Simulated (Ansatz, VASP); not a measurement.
## Two plane-wave programs on Ru

```
Ru
1.0
     2.74639    0.00000    0.00000
    -1.37319    2.37844    0.00000
     0.00000    0.00000    4.41036
Ru
2
Cartesian
  0.0000 1.5856 1.1026
  1.3732 0.7928 3.3078
```

Change from the starting cell: strain +0.015 along x and y, +0.030 along z, atoms carried along.

Alike in both runs: task single point; functional PBEsol; k mesh 24 × 24 × 12; occupations gaussian, width 0.15 eV; no spin polarisation.

```csv
,VASP,Ansatz
version,VASP 6.6.1,Ansatz 0.2.0
potentials or method,"VASP PAW PBE potentials, release 64 (Ru_pv), cutoff 520 eV","scalar-relativistic, plane waves, PAW"
valence electrons in the cell,28,32
```

```csv
,VASP,Ansatz,Ansatz less VASP
gap on the k mesh at the Fermi level (eV),none,none,-
pressure (GPa),-22.7,-22.5,+0.12
"traceless stress, the component that is largest in VASP (GPa)",-5.30,-5.31,-0.013
```

VASP's potentials were made for PBE, not for PBEsol. A gap of «none» marks a metal or a gap that the smearing closes. VASP's potentials hold 28 valence electrons a cell and Ansatz's 32, so a difference there can come from the potentials and not from the codes.
